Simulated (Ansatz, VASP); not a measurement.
**One calculation of PbO2, two programs**

```
Pb O
1.0
     5.08227    0.00000    0.00000
     0.00000    5.08227    0.00000
     0.00000    0.00000    3.44170
Pb O
2 4
Cartesian
  0.0000 0.0000 0.0000
  2.5411 2.5411 1.7209
  1.5655 1.5655 0.0000
  4.1067 0.9756 1.7209
  0.9756 4.1067 1.7209
  3.5167 3.5167 0.0000
```

Alike in both runs: functional PBE; k mesh 8 × 8 × 10; occupations gaussian, width 0.01 eV; no spin polarisation.

Ansatz relaxed the structure, and its values are those at the end. VASP's run is a single point on that final structure, the one shown.

|  | VASP | Ansatz |
| --- | --- | --- |
| version | VASP 6.6.1 | Ansatz 0.2.0 |
| potentials or method | VASP PAW PBE potentials, release 64 (Pb_d, O), cutoff 520 eV | scalar-relativistic, plane waves, PAW |
| valence electrons in the cell | 52 | 52 |

|  | VASP | Ansatz | Ansatz less VASP |
| --- | --- | --- | --- |
| gap on the k mesh at the Fermi level (eV) | 0.01 | 0.02 | +0.011 |
| least direct gap on the mesh (eV) | 0.01 | 0.02 | +0.011 |
| pressure (GPa) | 0.2 | 0.0 | -0.24 |
| rms of the force components (eV/Å) | 0.007 | 0.001 | -0.0057 |

With one functional, cell and mesh, what is left measures potentials, basis and numerics.

Spin-orbit coupling is off throughout.
